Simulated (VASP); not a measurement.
# Al (P6_3/mmc) in VASP: further runs

The runs below take Al through single point, with PBE+D3(BJ).

All numbers are computed with VASP 6.6.1; they aren't measurements. Logs are shortened: lines on timing, memory, paths and dates and some standing lists are left out, and cuts for length are marked.

### 1 The cell of the first run

Symmetry: P6_3/mmc, No. 194, hexagonal system. Conventional cell: a = 2.893 Å, b = 2.893 Å, c = 9.241 Å, α = 90.00°, β = 90.00°, γ = 120.00°. Al (site symmetry -3m) has 12 Al at 2.85 to 2.89 Å within 3.8 Å. Al (site symmetry -6m2) has 12 Al at 2.85 to 2.89 Å within 3.8 Å.

### 2 Single point, PBE+D3(BJ)

Input file INCAR:

```
SYSTEM = Al
  PREC = Accurate
  ENCUT = 520
  EDIFF = 1E-7
  ISMEAR = 0
  SIGMA = 0.15
  LREAL = .FALSE.
  LASPH = .TRUE.
  NELM = 100
  ALGO = Normal
  ISIF = 2
  LWAVE = .FALSE.
  LCHARG = .FALSE.
  GGA = PE
  IVDW = 12
  NBANDS = 14
```

Input file KPOINTS:

```
Automatic mesh
0
G
  18 18 4
  0 0 0
```

Input file POSCAR:

```
Al
1.0
    2.8932000000      0.0000000000      0.0000000000
   -1.4466000000      2.5055846982      0.0000000000
    0.0000000000      0.0000000000      9.2410470711
Al
4
Direct
    0.0000000000      0.0000000000      0.0000000000
    0.3333333333      0.6666666667      0.2500000000
    0.0000000000      0.0000000000      0.5000000000
    0.6666666667      0.3333333333      0.7500000000
```

Potentials or basis: VASP PAW PBE potentials, release 64 (Al).

Started as:

```
> cat potpaw_PBE.64/Al/POTCAR > POTCAR
> mpirun -np 1 vasp_std > vasp.out
```

OUTCAR:

```text
SYSTEM = Al
   PREC = Accurate
   ENCUT = 520
   EDIFF = 1E-7
   ISMEAR = 0
   LREAL = .FALSE.
   LASPH = .TRUE.
   NELM = 100
   ISIF = 2
   GGA = PE
   IVDW = 12
 IVDW          = 12

 ion  position               nearest neighbor table
   1  0.000  0.000  0.000-   2 2.85   4 2.85   2 2.85   4 2.85   4 2.85   2 2.85
   2  0.333  0.667  0.250-   1 2.85   3 2.85   1 2.85   3 2.85   1 2.85   3 2.85
   3  0.000  0.000  0.500-   2 2.85   4 2.85   2 2.85   4 2.85   4 2.85   2 2.85
   4  0.667  0.333  0.750-   1 2.85   3 2.85   1 2.85   3 2.85   1 2.85   3 2.85

  LATTYP: Found a hexagonal cell.
 ALAT       =     2.8932000000
 C/A-ratio  =     3.1940574696

  Lattice vectors:

 A1 = (   2.8932000000,   0.0000000000,   0.0000000000)
 A2 = (  -1.4466000000,   2.5055846982,   0.0000000000)
 A3 = (   0.0000000000,   0.0000000000,   9.2410470711)

Analysis of symmetry for initial positions (statically):
=====================================================================
 Subroutine PRICEL returns:
 Original cell was already a primitive cell.

 Routine SETGRP: Setting up the symmetry group for a
 hexagonal supercell.

 Subroutine GETGRP returns: Found 24 space group operations
 (whereof 12 operations were pure point group operations)
 out of a pool of 24 trial point group operations.

The static configuration has the point symmetry D_3d.
 The point group associated with its full space group is D_6h.

Analysis of symmetry for dynamics (positions and initial velocities):
=====================================================================
 Subroutine PRICEL returns:
 Original cell was already a primitive cell.

 Routine SETGRP: Setting up the symmetry group for a
 hexagonal supercell.

 Subroutine GETGRP returns: Found 24 space group operations
 (whereof 12 operations were pure point group operations)
 out of a pool of 24 trial point group operations.

The dynamic configuration has the point symmetry D_3d.
 The point group associated with its full space group is D_6h.

 Subroutine INISYM returns: Found 24 space group operations
 (whereof 12 operations are pure point group operations),
 and found     1 'primitive' translations

----------------------------------------------------------------------------------------

                                     Primitive cell

  volume of cell :      66.9898

  direct lattice vectors                    reciprocal lattice vectors
     2.893200000  0.000000000  0.000000000     0.345638048  0.199554220  0.000000000
    -1.446600000  2.505584698  0.000000000     0.000000000  0.399108440  0.000000000
     0.000000000  0.000000000  9.241047071     0.000000000  0.000000000  0.108212846

  length of vectors
     2.893200000  2.893200000  9.241047071     0.399108440  0.399108440  0.108212846

  position of ions in fractional coordinates (direct lattice)
     0.000000000  0.000000000  0.000000000
     0.333333333  0.666666667  0.250000000
     0.000000000  0.000000000  0.500000000
     0.666666667  0.333333333  0.750000000

  ion indices of the primitive-cell ions
   primitive index   ion index
                 1           1
                 2           2
                 3           3
                 4           4

----------------------------------------------------------------------------------------

 KPOINTS: Automatic mesh

Automatic generation of k-mesh.
 Grid dimensions read from file:
 generate k-points for:   18   18    4

 Generating k-lattice:

  Cartesian coordinates                     Fractional coordinates (reciprocal lattice)
     0.019202114  0.011086346  0.000000000     0.055555556  0.000000000  0.000000000
     0.000000000  0.022172691  0.000000000     0.000000000  0.055555556  0.000000000
     0.000000000  0.000000000  0.027053211     0.000000000  0.000000000  0.250000000

  Length of vectors
     0.022172691  0.022172691  0.027053211

  Shift w.r.t. Gamma in fractional coordinates (k-lattice)
     0.000000000  0.000000000  0.000000000

 Subroutine IBZKPT returns following result:
 ===========================================

 Found    111 irreducible k-points:

 Following reciprocal coordinates:
            Coordinates               Weight
  0.000000  0.000000  0.000000      1.000000
  0.055556  0.000000  0.000000      6.000000
  0.111111  0.000000  0.000000      6.000000
  0.166667  0.000000  0.000000      6.000000
  0.222222 -0.000000  0.000000      6.000000
  0.277778  0.000000  0.000000      6.000000
[... 16 lines left out ...]
  0.333333  0.111111  0.000000     12.000000
  0.388889  0.111111  0.000000     12.000000
 [... further k-points ...]
   k-points           NKPTS =    111   k-points in BZ     NKDIM =    111   number of bands    NBANDS=     14
   number of dos      NEDOS =    301   number of ions     NIONS =      4
   total plane-waves  NPLWV =  40320
   dimension x,y,z NGX =    24 NGY =   24 NGZ =   70
   dimension x,y,z NGXF=    48 NGYF=   48 NGZF=  140
   ions per type =               4
   NGX,Y,Z   is equivalent  to a cutoff of  13.79, 13.79, 12.59 a.u.
   NGXF,Y,Z  is equivalent  to a cutoff of  27.58, 27.58, 25.19 a.u.
 SYSTEM =  Al
   PREC   = accura    normal or accurate (medium, high low for compatibility)
   ISTART =      0    job   : 0-new  1-cont  2-samecut
   ICHARG =      2    charge: 1-file 2-atom 10-const
   ISPIN  =      1    spin polarized calculation?
   LNONCOLLINEAR =      F non collinear calculations
   LSORBIT =      F    spin-orbit coupling
   LASPH  =      T    aspherical Exc in radial PAW
   ENCUT  =  520.0 eV  38.22 Ry    6.18 a.u.   5.38  5.38 17.18*2*pi/ulx,y,z
   NELM   =    100;   NELMIN=  2; NELMDL= -5     # of ELM steps
   EDIFF  = 0.1E-06   stopping-criterion for ELM
   LREAL  =      F    real-space projection
   EDIFFG = 0.1E-05   stopping-criterion for IOM
   NSW    =      0    number of steps for IOM
   IBRION =     -1    ionic relax: 0-MD 1-quasi-New 2-CG
   NFREE  =      0    steps in history (QN), initial steepest desc. (CG)
   ISIF   =      2    stress and relaxation
   ISYM   =      2    0-nonsym 1-usesym 2-fastsym
   POTIM  = 0.5000    time-step for ionic-motion
   TEBEG  =    0.0;   TEEND  =   0.0 temperature during run
   PSTRESS=    0.0 pullay stress
   NELECT =      12.0000    total number of electrons
   NUPDOWN=      -1.0000    fix difference up-down
   EMIN   =  10.00;   EMAX   =-10.00  energy-range for DOS
   EFERMI =   0.00;   METHOD = LEGACY
   ISMEAR =     0;   SIGMA  =   0.15  broadening in eV -4-tet -1-fermi 0-gaus
   EFERMI_NEDOS =   21; number of points for ismear=-14 and -15
   IALGO  =     38    algorithm
   IMIX   =      4    mixing-type and parameters
     AMIX     =   0.40;   BMIX     =  1.00
     AMIX_MAG =   1.60;   BMIX_MAG =  1.00
  volume/ion in A,a.u.               =      16.75       113.02
  Fermi-wavevector in a.u.,A,eV,Ry     =   0.922853  1.743939 11.587496  0.851657
  Thomas-Fermi vector in A             =   2.048425
   LORBIT       =      0    0 simple, 1 ext, 2 COOP (PROOUT), +10 PAW based schemes
   GGA     = PE    functional components
   LHFCALC =     F    Hartree Fock is set to
   AEXX    =    0.0000 exact exchange contribution
   IVDW    =    12    specifies the selected vdW correction
   LEPSILON=     F    determine dielectric tensor
   LRPA    =     F    only Hartree local field effects (RPA)
 non-spin polarized calculation
 Gauss-broadening in eV      SIGMA  =   0.15
  energy-cutoff  :      520.00
  volume of cell :       66.99
 maximum number of plane-waves:      1847
 NGX is ok and might be reduce to    24
   NGX = 11   NGY = 11   NGZ = 35

 number of electron      12.0000000 magnetization

 Free energy of the ion-electron system (eV)
  ---------------------------------------------------
  ext. energy  EPLUGINS =         0.00000000
  ---------------------------------------------------
  free energy    TOTEN  =       -14.93147603 eV

  energy without entropy =      -14.91321587  energy(sigma->0) =      -14.92234595

 E-fermi :   7.8310     XC(G=0): -10.1435

 val. band max:        7.8171384452   @ k =   0.2778   0.1111   0.2500
 cond. band min:       7.8687711363   @ k =   0.3889   0.1111   0.5000
 fundamental gap:      0.0516326911
 Fermi energy:         7.8309837172

 k-point     1 :       0.0000    0.0000    0.0000
  band No.  band energies     occupation
      1      -3.1881      2.00000
      2      -1.4666      2.00000
      3      -1.4623      2.00000
      4       3.4317      2.00000
      5       3.7584      2.00000
      6      11.6649      0.00000
      7      11.6805      0.00000
      8      18.0386      0.00000
      9      18.0386      0.00000
     10      18.2873      0.00000
     11      18.2873      0.00000
     12      19.3556      0.00000
     13      19.3558      0.00000
     14      19.5795      0.00000

 k-point     2 :       0.0556    0.0000    0.0000
  band No.  band energies     occupation
      1      -3.1154      2.00000
      2      -1.3947      2.00000
      3      -1.3905      2.00000
      4       3.4990      2.00000
      5       3.8296      2.00000
      6      11.7210      0.00000
      7      11.7403      0.00000
      8      16.5352      0.00000
      9      17.1039      0.00000
     10      17.9203      0.00000
     11      18.0213      0.00000
     12      18.5012      0.00000
     13      18.5152      0.00000
     14      18.5760      0.00000
[... 343 lines left out ...]
      1       0.5461      2.00000
      2       2.2191      2.00000
      3       2.2219      2.00000
      4       5.4960      2.00000
      5       6.7337      2.00000
      6       7.0425      2.00000
      7       7.4463      1.99971
      8       7.7471      1.57100
      9      10.4500      0.00000
     10      11.6417      0.00000
     11      12.0215      0.00000
     12      12.2937      0.00000
     13      12.7177      0.00000
     14      15.2481      0.00000

 k-point    24 :       0.3889    0.1111    0.0000
  band No.  band energies     occupation
      1       1.6040      2.00000
      2       3.2453      2.00000
      3       3.2604      2.00000
      4       4.1071      2.00000
      5       5.7597      2.00000
      6       5.8088      2.00000
      7       7.9948      0.12250
      8       8.4764      0.00000
      9      10.1092      0.00000
     10      10.3971      0.00000
     11      11.2354      0.00000
     12      11.9770      0.00000
     13      12.1578      0.00000
     14      15.9624      0.00000

 [... further k-points ...]

------------------------ aborting loop because EDIFF is reached ----------------------------------------

 Edisp (eV)   -1.32455

 E8    (eV) :    -0.5921

  FORCE on cell =-STRESS in cart. coord.  units (eV):
  Direction    XX          YY          ZZ          XY          YZ          ZX
  --------------------------------------------------------------------------------------
  -------------------------------------------------------------------------------------
  Total      -2.03704    -2.03704    -1.15838     0.00000     0.00000     0.00000
  in kB     -48.71940   -48.71940   -27.70460     0.00000     0.00000     0.00000
  external pressure =      -41.71 kB  Pullay stress =        0.00 kB

 VOLUME and BASIS-vectors are now :
 -----------------------------------------------------------------------------
  energy-cutoff  :      520.00
  volume of cell :       66.99
      direct lattice vectors                 reciprocal lattice vectors
     2.893200000  0.000000000  0.000000000     0.345638048  0.199554220  0.000000000
    -1.446600000  2.505584698  0.000000000     0.000000000  0.399108440  0.000000000
     0.000000000  0.000000000  9.241047071     0.000000000  0.000000000  0.108212846

 POSITION                                       TOTAL-FORCE (eV/Angst)
 -----------------------------------------------------------------------------------
      0.00000      0.00000      0.00000        -0.000000      0.000000     -0.000000
     -0.00000      1.67039      2.31026        -0.000000     -0.000000      0.000000
      0.00000      0.00000      4.62052        -0.000000      0.000000     -0.000000
      1.44660      0.83519      6.93079         0.000000      0.000000     -0.000000
 -----------------------------------------------------------------------------------
    total drift:                               -0.000000      0.000000      0.000000

  FREE ENERGIE OF THE ION-ELECTRON SYSTEM (eV)
  ---------------------------------------------------
  free  energy   TOTEN  =       -16.2560222117 eV

  energy  without entropy=      -16.2377620502  energy(sigma->0) =      -16.24689213
```

Run time: 66 s. Hardware: 1 thread of AMD EPYC 9R45 (Zen 5), shared host; peak memory 0.21 GiB.

Results:

```
Free energy                : -16.2560 eV
Pressure                   : -4.2 GPa
Band gap on the k mesh     : zero (band 6 reaches 11.98 eV, above the bottom of band 7 at 6.24 eV)
Dispersion energy per atom : -0.331 eV
```

Stress tensor (GPa, compression positive):
```
-4.87  0.00  0.00
 0.00 -4.87  0.00
 0.00  0.00 -2.77
```

Caveat: pairwise dispersion overbinds metals, which lowers pressure and volume.

### 3 Single point, PBE+D3(BJ)

This run uses another cell than the first one, of 16.91 Å³/atom, 1.010 times its volume.

Input file INCAR:

```
SYSTEM = Al
PREC     = Accurate       ! precision mode
ENCUT    = 520            ! plane-wave cutoff, eV
EDIFF    = 1E-6           ! SCF threshold, eV
ISMEAR   = 0              ! smearing method
SIGMA    = 0.15           ! smearing width, eV
LREAL    = .False.        ! projectors in reciprocal space
LASPH    = .True.         ! aspherical terms in the spheres
NELM     = 80             ! most SCF steps
ALGO     = Fast           ! electronic algorithm
ISIF     = 2              ! what is computed and relaxed
LWAVE    = .False.        ! write WAVECAR
LCHARG   = .False.        ! write CHGCAR
GGA      = PE             ! functional
IVDW     = 12             ! dispersion correction
NBANDS   = 14             ! bands
```

Input file KPOINTS:

```
Automatic mesh
0
Gamma
  18 18 4
  0 0 0
```

Input file POSCAR:

```
Al
1.0
    2.9720000000      0.0000000000      0.0000000000
   -1.4860000000      2.5738275000      0.0000000000
    0.0000000000      0.0000000000      8.8418000000
Al
4
Direct
    0.0000000000      0.0000000000      0.0000000000
    0.3333333333      0.6666666667      0.2500000000
    0.0000000000      0.0000000000      0.5000000000
    0.6666666667      0.3333333333      0.7500000000
```

Potentials or basis: VASP PAW PBE potentials, release 64 (Al).

Started as:

```
> cat potpaw_PBE.64/Al/POTCAR > POTCAR
> mpirun -np 1 vasp_std > vasp.out
```

Run time: 68 s. Hardware: 1 thread of AMD EPYC 9R45 (Zen 5), shared host; peak memory 0.21 GiB.

Results (log left out):

```
Free energy                : -16.1712 eV
Pressure                   : -4.0 GPa
Band gap on the k mesh     : zero (band 6 reaches 12.98 eV, above the bottom of band 7 at 5.99 eV)
Dispersion energy per atom : -0.328 eV
```

Stress tensor (GPa, compression positive):
```
-6.06  0.00  0.00
 0.00 -6.06  0.00
 0.00  0.00  0.14
```

Levels at points of the mesh, in eV from the Fermi level:
| k point | band 3 | band 4 | band 5 | band 6 | band 7 | band 8 | band 9 | band 10 |
| --- | --- | --- | --- | --- | --- | --- | --- | --- |
| (0.00, 0.00, 0.00) | -9.06 | -3.92 | -3.15 | 5.20 | 5.24 | 9.06 | 9.06 | 9.41 |
| (0.50, 0.00, 0.00) | -3.97 | -3.80 | -3.51 | -3.29 | 1.02 | 1.52 | 2.13 | 2.31 |
| (0.00, 0.00, 0.50) | -6.75 | -6.75 | 0.49 | 0.49 | 9.39 | 9.39 | 9.39 | 9.39 |
| (0.50, 0.00, 0.50) | -4.89 | -4.89 | -1.72 | -1.72 | -1.03 | -1.03 | 4.84 | 4.84 |

Caveat: pairwise dispersion overbinds metals, which lowers pressure and volume.
